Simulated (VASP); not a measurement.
# Nd3Au (Fm-3m) in VASP: notebook, part 2 of 2

VASP 6.6.1.

**4. Relaxation of cell and atoms, PBE**

The input, INCAR:

```
SYSTEM = Nd3Au
  PREC = Accurate
  ENCUT = 500
  EDIFF = 1E-7
  ISMEAR = 0
  SIGMA = 0.1
  LREAL = .FALSE.
  LASPH = .TRUE.
  NELM = 200
  ALGO = Normal
  ISIF = 3
  LWAVE = .FALSE.
  LCHARG = .FALSE.
  GGA = PE
  IBRION = 2
  NSW = 90
  EDIFFG = -0.04
  GGA_COMPAT = .FALSE.
  NELMIN = 4
  LMAXMIX = 6
```

The input, KPOINTS:

```
regular mesh
0
G
  4 4 4
  0 0 0
```

The input, POSCAR:

```
Nd3Au
1.0
    0.0000000000      3.7361145800      3.7361145800
    3.7361145800      0.0000000000      3.7361145800
    3.7361145800      3.7361145800      0.0000000000
Nd Au
3 1
Direct
    0.2500000000      0.2500000000      0.2500000000
    0.7500000000      0.7500000000      0.7500000000
    0.5000000000      0.5000000000      0.5000000000
    0.0000000000      0.0000000000      0.0000000000
```

Potentials or basis: VASP PAW PBE potentials, release 64 (Nd_3, Au), 4f in core.

On the command line:

```bash
$ cat potpaw_PBE.64/Nd_3/POTCAR potpaw_PBE.64/Au/POTCAR > POTCAR
$ mpirun -np 1 vasp_std > vasp.out
```

OUTCAR:

```text
SYSTEM = Nd3Au
   PREC = Accurate
   ENCUT = 500
   EDIFF = 1E-7
   ISMEAR = 0
   LREAL = .FALSE.
   LASPH = .TRUE.
   NELM = 200
   ISIF = 3
   GGA = PE
   IBRION = 2
   NSW = 90
   EDIFFG = -0.04
   NELMIN = 4

 ion  position               nearest neighbor table
   1  0.250  0.250  0.250-   4 3.24   4 3.24   4 3.24   3 3.24   4 3.24   3 3.24   3 3.24   3 3.24
                             2 3.74   2 3.74   2 3.74   2 3.74   2 3.74   2 3.74
   2  0.750  0.750  0.750-   3 3.24   3 3.24   3 3.24   3 3.24   4 3.24   4 3.24   4 3.24   4 3.24
                             1 3.74   1 3.74   1 3.74   1 3.74   1 3.74   1 3.74
   3  0.500  0.500  0.500-   1 3.24   1 3.24   1 3.24   1 3.24   2 3.24   2 3.24   2 3.24   2 3.24

   4  0.000  0.000  0.000-   2 3.24   2 3.24   2 3.24   1 3.24   2 3.24   1 3.24   1 3.24   1 3.24

  LATTYP: Found a face centered cubic cell.
 ALAT       =     7.4722291600

  Lattice vectors:

 A1 = (   0.0000000000,   3.7361145800,   3.7361145800)
 A2 = (   3.7361145800,   0.0000000000,   3.7361145800)
 A3 = (   3.7361145800,   3.7361145800,   0.0000000000)

Analysis of symmetry for initial positions (statically):
=====================================================================
 Subroutine PRICEL returns:
 Original cell was already a primitive cell.

 Routine SETGRP: Setting up the symmetry group for a
 face centered cubic supercell.

 Subroutine GETGRP returns: Found 48 space group operations
 (whereof 48 operations were pure point group operations)
 out of a pool of 48 trial point group operations.

The static configuration has the point symmetry O_h .

Analysis of symmetry for dynamics (positions and initial velocities):
=====================================================================
 Subroutine PRICEL returns:
 Original cell was already a primitive cell.

 Routine SETGRP: Setting up the symmetry group for a
 face centered cubic supercell.

 Subroutine GETGRP returns: Found 48 space group operations
 (whereof 48 operations were pure point group operations)
 out of a pool of 48 trial point group operations.

The dynamic configuration has the point symmetry O_h .

 Subroutine INISYM returns: Found 48 space group operations
 (whereof 48 operations are pure point group operations),
 and found     1 'primitive' translations

----------------------------------------------------------------------------------------

                                     Primitive cell

  volume of cell :     104.3015

  direct lattice vectors                    reciprocal lattice vectors
     0.000000000  3.736114580  3.736114580    -0.133828872  0.133828872  0.133828872
     3.736114580  0.000000000  3.736114580     0.133828872 -0.133828872  0.133828872
     3.736114580  3.736114580  0.000000000     0.133828872  0.133828872 -0.133828872

  length of vectors
     5.283663910  5.283663910  5.283663910     0.231798406  0.231798406  0.231798406

  position of ions in fractional coordinates (direct lattice)
     0.250000000  0.250000000  0.250000000
     0.750000000  0.750000000  0.750000000
     0.500000000  0.500000000  0.500000000
     0.000000000  0.000000000  0.000000000

  ion indices of the primitive-cell ions
   primitive index   ion index
                 1           1
                 2           2
                 3           3
                 4           4

----------------------------------------------------------------------------------------

 KPOINTS: regular mesh

Automatic generation of k-mesh.
 Grid dimensions read from file:
 generate k-points for:    4    4    4

 Generating k-lattice:

  Cartesian coordinates                     Fractional coordinates (reciprocal lattice)
    -0.033457218  0.033457218  0.033457218     0.250000000  0.000000000  0.000000000
     0.033457218 -0.033457218  0.033457218     0.000000000  0.250000000  0.000000000
     0.033457218  0.033457218 -0.033457218     0.000000000  0.000000000  0.250000000

  Length of vectors
     0.057949601  0.057949601  0.057949601

  Shift w.r.t. Gamma in fractional coordinates (k-lattice)
     0.000000000  0.000000000  0.000000000

 Subroutine IBZKPT returns following result:
 ===========================================

 Found      8 irreducible k-points:

 Following reciprocal coordinates:
            Coordinates               Weight
  0.000000  0.000000  0.000000      1.000000
  0.250000  0.000000  0.000000      8.000000
  0.500000  0.000000  0.000000      4.000000
  0.250000  0.250000  0.000000      6.000000
  0.500000  0.250000  0.000000     24.000000
 -0.250000  0.250000  0.000000     12.000000
  0.500000  0.500000  0.000000      3.000000
 -0.250000  0.500000  0.250000      6.000000
   k-points           NKPTS =      8   k-points in BZ     NKDIM =      8   number of bands    NBANDS=     26
   number of dos      NEDOS =    301   number of ions     NIONS =      4
   total plane-waves  NPLWV =  64000
   dimension x,y,z NGX =    40 NGY =   40 NGZ =   40
   dimension x,y,z NGXF=    80 NGYF=   80 NGZF=   80
   ions per type =               3   1
   NGX,Y,Z   is equivalent  to a cutoff of  12.59, 12.59, 12.59 a.u.
   NGXF,Y,Z  is equivalent  to a cutoff of  25.17, 25.17, 25.17 a.u.
 SYSTEM =  Nd3Au
   PREC   = accura    normal or accurate (medium, high low for compatibility)
   ISTART =      0    job   : 0-new  1-cont  2-samecut
   ICHARG =      2    charge: 1-file 2-atom 10-const
   ISPIN  =      1    spin polarized calculation?
   LNONCOLLINEAR =      F non collinear calculations
   LSORBIT =      F    spin-orbit coupling
   LASPH  =      T    aspherical Exc in radial PAW
   ENCUT  =  500.0 eV  36.75 Ry    6.06 a.u.   9.63  9.63  9.63*2*pi/ulx,y,z
   NELM   =    200;   NELMIN=  4; NELMDL= -5     # of ELM steps
   EDIFF  = 0.1E-06   stopping-criterion for ELM
   LREAL  =      F    real-space projection
   EDIFFG = -.4E-01   stopping-criterion for IOM
   NSW    =     90    number of steps for IOM
   IBRION =      2    ionic relax: 0-MD 1-quasi-New 2-CG
   NFREE  =      1    steps in history (QN), initial steepest desc. (CG)
   ISIF   =      3    stress and relaxation
   ISYM   =      2    0-nonsym 1-usesym 2-fastsym
   POTIM  = 0.5000    time-step for ionic-motion
   TEBEG  =    0.0;   TEEND  =   0.0 temperature during run
   PSTRESS=    0.0 pullay stress
   NELECT =      44.0000    total number of electrons
   NUPDOWN=      -1.0000    fix difference up-down
   EMIN   =  10.00;   EMAX   =-10.00  energy-range for DOS
   EFERMI =   0.00;   METHOD = LEGACY
   ISMEAR =     0;   SIGMA  =   0.10  broadening in eV -4-tet -1-fermi 0-gaus
   EFERMI_NEDOS =   21; number of points for ismear=-14 and -15
   IALGO  =     38    algorithm
   IMIX   =      4    mixing-type and parameters
     AMIX     =   0.40;   BMIX     =  1.00
     AMIX_MAG =   1.60;   BMIX_MAG =  1.00
  volume/ion in A,a.u.               =      26.08       175.97
  Fermi-wavevector in a.u.,A,eV,Ry     =   1.227804  2.320212 20.510803  1.507501
  Thomas-Fermi vector in A             =   2.362753
   LORBIT       =      0    0 simple, 1 ext, 2 COOP (PROOUT), +10 PAW based schemes
   GGA     = PE    functional components
   LHFCALC =     F    Hartree Fock is set to
   AEXX    =    0.0000 exact exchange contribution
   IVDW    =     0    specifies the selected vdW correction
   LEPSILON=     F    determine dielectric tensor
   LRPA    =     F    only Hartree local field effects (RPA)
 conjugate gradient relaxation of ions
 non-spin polarized calculation
 Gauss-broadening in eV      SIGMA  =   0.10
  energy-cutoff  :      500.00
  volume of cell :      104.30
 maximum number of plane-waves:      2685
 NGX is ok and might be reduce to    40
   NGX = 19   NGY = 19   NGZ = 19

--------------------------------------- Ionic step        1  -------------------------------------------

 number of electron      44.0000001 magnetization

 Free energy of the ion-electron system (eV)
  ---------------------------------------------------
  ext. energy  EPLUGINS =         0.00000000
  ---------------------------------------------------
  free energy    TOTEN  =       -17.76236771 eV

  energy without entropy =      -17.72540986  energy(sigma->0) =      -17.74388878

------------------------ aborting loop because EDIFF is reached ----------------------------------------

  FORCE on cell =-STRESS in cart. coord.  units (eV):
  Direction    XX          YY          ZZ          XY          YZ          ZX
  --------------------------------------------------------------------------------------
  -------------------------------------------------------------------------------------
  Total        2.2449342      2.2449342      2.2449342      0.0000000      0.0000000      0.0000000
  in kB       34.4844769     34.4844769     34.4844769      0.0000000      0.0000000      0.0000000
  external PRESSURE =      34.4844769 kB  Pullay stress =       0.0000000 kB
[... 61 lines left out ...]
  energy  without entropy=      -17.7871500103  energy(sigma->0) =      -17.80876866

--------------------------------------- Ionic step        3  -------------------------------------------

 number of electron      44.0000000 magnetization

 Free energy of the ion-electron system (eV)
  ---------------------------------------------------
  ext. energy  EPLUGINS =         0.00000000
  ---------------------------------------------------
  free energy    TOTEN  =       -17.83299385 eV

  energy without entropy =      -17.79139268  energy(sigma->0) =      -17.81219326

 E-fermi :   4.7768     XC(G=0): -10.5356

 val. band max:        4.7713019544   @ k =   0.5000   0.2500   0.0000
 cond. band min:       4.7980302105   @ k =   0.5000   0.0000   0.0000
 fundamental gap:      0.0267282561
 Fermi energy:         4.7767811772

 k-point     1 :       0.0000    0.0000    0.0000
  band No.  band energies     occupation
      1     -33.1915      2.00000
      2     -32.8645      2.00000
      3     -32.7968      2.00000
      4     -14.6259      2.00000
      5     -14.6259      2.00000
      6     -14.6259      2.00000
[... 252 lines left out ...]
  FREE ENERGIE OF THE ION-ELECTRON SYSTEM (eV)
  ---------------------------------------------------
  free  energy   TOTEN  =       -17.8329938517 eV

  energy  without entropy=      -17.7913926774  energy(sigma->0) =      -17.81219326

 reached required accuracy - stopping structural energy minimisation
```

OSZICAR:

```text
N       E                     dE             d eps       ncg     rms          rms(c)
DAV:   1     0.358689687346E+03    0.35869E+03   -0.21526E+04   416   0.157E+03
DAV:   2     0.505129419419E+01   -0.35364E+03   -0.34846E+03   444   0.388E+02
DAV:   3    -0.190215328093E+02   -0.24073E+02   -0.23629E+02   742   0.761E+01
[... 38 lines left out ...]
DAV:   9    -0.178329967246E+02   -0.21868E-05   -0.44330E-06   490   0.130E-02    0.120E-02
DAV:  10    -0.178329954313E+02    0.12933E-05   -0.99584E-07   480   0.774E-03    0.638E-03
DAV:  11    -0.178329939477E+02    0.14836E-05   -0.89008E-07   442   0.704E-03    0.127E-03
DAV:  12    -0.178329937648E+02    0.18284E-06   -0.82337E-08   214   0.173E-03    0.483E-04
DAV:  13    -0.178329938517E+02   -0.86920E-07   -0.37965E-08   214   0.111E-03
   3 F= -.17832994E+02 E0= -.17812193E+02  d E =-.706261E-01
```

It took 65 s on 1 thread of AMD EPYC 9R45 (Zen 5), shared host; peak memory 0.21 GiB.

What came out:

| Quantity | Value |
| --- | --- |
| Free energy | -17.8330 eV |
| Relaxed volume | 27.86 Å³/atom |
| Relaxed cell | a = 5.402 Å, b = 5.402 Å, c = 5.402 Å, α = 60.00°, β = 60.00°, γ = 60.00° |
| Space group after relaxing (to 0.1 Å) | Fm-3m (No. 225) |
| Energy gained by relaxing | 17.7 meV/atom |
| Ionic steps | 3 |
| Pressure after relaxing | 0.0 GPa |
| Band gap on the k mesh | zero (bands 22 and 23 overlap by 0.79 eV) |

The path:
| step | energy change (eV) | largest force (eV/Å) | pressure (GPa) | volume (Å³) |
| --- | --- | --- | --- | --- |
| 1 | 0.0000 | 0.0000 | 3.45 | 104.30 |
| 2 | -0.0680 | 0.0000 | -0.53 | 113.00 |
| 3 | -0.0706 | 0.0000 | 0.00 | 111.45 |

Final structure:
```
Nd Au
1.0
     0.00000    3.81955    3.81955
     3.81955    0.00000    3.81955
     3.81955    3.81955    0.00000
Nd Au
3 1
Direct
  0.25000 0.25000 0.25000
  0.75000 0.75000 0.75000
  0.50000 0.50000 0.50000
  0.00000 0.00000 0.00000
```

Caveat: the k points lie up to 0.36 Å⁻¹ apart in the final cell, too coarse for converged energies and pressures of a metal; spin-orbit coupling is left out, which moves the levels of the heavy elements; the 4f electrons are frozen in the core, so they carry no moment and show no levels.

**5. Single point, PBE**

This run uses another cell than the first one, of 28.15 Å³/atom.

The input, INCAR:

```
ALGO = Normal ; EDIFF = 1E-6
ENCUT = 500 ; GGA = PE
GGA_COMPAT = False ; ISIF = 2
ISMEAR = 0 ; LASPH = True
LCHARG = False ; LMAXMIX = 6
LREAL = False ; LWAVE = False
NBANDS = 30 ; NELM = 200
PREC = Accurate ; SIGMA = 0.1
```

The input, KPOINTS:

```
k-points
0
Gamma
  10 10 10
```

The input, POSCAR:

```
Nd3Au
1.0
    0.0000000000      3.8327339025      3.8327339025
    3.8327339025      0.0000000000      3.8327339025
    3.8327339025      3.8327339025      0.0000000000
Nd Au
3 1
Direct
    0.2500000000      0.2500000000      0.2500000000
    0.7500000000      0.7500000000      0.7500000000
    0.5000000000      0.5000000000      0.5000000000
    0.0000000000      0.0000000000      0.0000000000
```

On the command line:

```bash
$ cat potpaw_PBE.64/Nd_3/POTCAR potpaw_PBE.64/Au/POTCAR > POTCAR
$ mpirun -np 1 vasp_std > vasp.out
```

Wall time 1.8 min (1 thread of AMD EPYC 9R45 (Zen 5), shared host); peak memory 0.29 GiB.

The run converged. Its results:

```yaml
Free_energy: -17.8329 eV
Pressure: 0.2 GPa
Band_gap_on_the_k_mesh: zero (bands 22 and 23 overlap by 0.79 eV)
```

Levels at points of the mesh, in eV from the Fermi level:
| k point | band 18 | band 19 | band 20 | band 21 | band 22 | band 23 | band 24 | band 25 | band 26 | band 27 |
| --- | --- | --- | --- | --- | --- | --- | --- | --- | --- | --- |
| (0.00, 0.00, 0.00) | -3.98 | -0.64 | -0.64 | -0.57 | -0.57 | -0.57 | 0.94 | 0.94 | 0.94 | 2.84 |
| (0.50, 0.00, 0.00) | -3.85 | -1.91 | -1.07 | -1.07 | -0.18 | 0.01 | 0.01 | 1.59 | 1.59 | 2.52 |
| (0.50, 0.50, 0.00) | -3.82 | -1.66 | -0.79 | -0.04 | 0.17 | 0.31 | 0.31 | 1.16 | 1.16 | 1.94 |

Caveat: spin-orbit coupling is left out, which moves the levels of the heavy elements; the 4f electrons are frozen in the core, so they carry no moment and show no levels. Spin polarisation is off, so any magnetic state and its effect on volume and gap are missing.

**6. The runs side by side**

| task | cell | k mesh | gap on the mesh (eV) | pressure (GPa) |
| --- | --- | --- | --- | --- |
| single point | a = 5.284 Å, angles 60.0°, 4 atoms | 4 × 4 × 4 | none | 3.4 |
| single point | a = 5.400 Å, angles 60.0°, 4 atoms | 4 × 4 × 4 | none | 0.0 |
| relaxation of cell and atoms | relaxed from a = 5.284 Å, angles 60.0°, 4 atoms | 4 × 4 × 4 | none | 0.0 |
| single point | a = 5.420 Å, angles 60.0°, 4 atoms | 10 × 10 × 10 | none | 0.2 |

Alike in all rows: level PBE; potentials or basis VASP PAW PBE potentials, release 64 (Nd_3, Au), 4f in core; no spin polarisation; cutoff (eV) 500; smearing gaussian 0.1 eV.

Caveats: some runs use coarse meshes; spin-orbit coupling is left out, which moves the levels of the heavy elements; the 4f electrons are frozen in the core, so they carry no moment and show no levels.

Absolute energies hang on the potentials; compare differences alone.

The gap in the log of VASP goes by the Fermi energy; the results here count the filled bands.